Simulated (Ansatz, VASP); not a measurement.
**One calculation of Ta2N, two programs**

```
Ta N
1.0
     2.95700    0.00000    0.00000
    -1.47850    2.56084    0.00000
     0.00000    0.00000    5.22768
Ta N
2 1
Direct
  0.66667 0.33333 0.74637
  0.33333 0.66667 0.25363
  0.00000 0.00000 0.00000
```

Alike in both runs: task single point; functional PBEsol; k mesh 18 × 18 × 10; occupations gaussian, width 0.15 eV; no spin polarisation.

|  | VASP | Ansatz |
| --- | --- | --- |
| version | VASP 6.6.1 | Ansatz 0.2.0 |
| potentials or method | VASP PAW PBE potentials, release 64 (Ta_pv, N), cutoff 520 eV | scalar-relativistic, plane waves, PAW |
| valence electrons in the cell | 27 | 31 |

|  | VASP | Ansatz | Ansatz less VASP |
| --- | --- | --- | --- |
| gap on the k mesh at the Fermi level (eV) | none | none | - |
| pressure (GPa) | 2.2 | 1.6 | -0.62 |
| traceless stress, the component that is largest in VASP (GPa) | -16.23 | -16.22 | +0.004 |
| rms of the force components (eV/Å) | 0.407 | 0.380 | -0.0269 |

VASP's potentials were made for PBE, not for PBEsol, and Ansatz warns of the same on its side. Atom by atom the forces differ by 0.027 eV/Å (rms over components). A gap of «none» marks a metal or a gap that the smearing closes. VASP's potentials hold 27 valence electrons a cell and Ansatz's 31, so a difference there can come from the potentials and not from the codes.

Spin-orbit coupling is off throughout.
